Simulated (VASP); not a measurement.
A run of VASP 6.6.1 is set up as follows.

Contents of INCAR:

```
SYSTEM = PtPb
ALGO = Normal ; EDIFF = 1E-6
ENCUT = 520 ; ISIF = 2
ISMEAR = -1 ; LASPH = .True.
LCHARG = .False. ; LREAL = .False.
LWAVE = .False. ; NBANDS = 32
NELM = 60 ; PREC = Accurate
SIGMA = 0.05
```

File KPOINTS:

```
k-points
0
Gamma
  10 10 7
  0 0 0
```

The input POSCAR:

```
PtPb
1.0
    4.2500008807      0.0000000000      0.0000000000
   -2.1250004404      3.6806087288      0.0000000000
    0.0000000000      0.0000000000      5.5105600000
Pt Pb
2 2
Direct
    0.3333333333      0.6666666667      0.2500000000
    0.6666666667      0.3333333333      0.7500000000
    0.0000000000      0.0000000000      0.0000000000
    0.0000000000      0.0000000000      0.5000000000
```

Potentials or basis: VASP PAW LDA potentials, release 64 (Pt, Pb_d).

Run with:

```sh
$ cat potpaw_LDA.64/Pt/POTCAR potpaw_LDA.64/Pb_d/POTCAR > POTCAR
$ mpirun -np 1 vasp_std > vasp.out
```

Problem. What does it give for the pressure?

Solution. 5.3 GPa.

Problem. What does it give for the band gap on the k mesh?

Solution. Zero (band 24 reaches 10.64 eV, above the bottom of band 25 at 7.80 eV).

Stress tensor (GPa, compression positive):
```
-2.88  0.00  0.00
 0.00 -2.88  0.00
 0.00  0.00 21.73
```

Caveat: the cell differs from its parent crystal (zz strain of +1 %); spin-orbit coupling is left out, which moves the levels of the heavy elements.
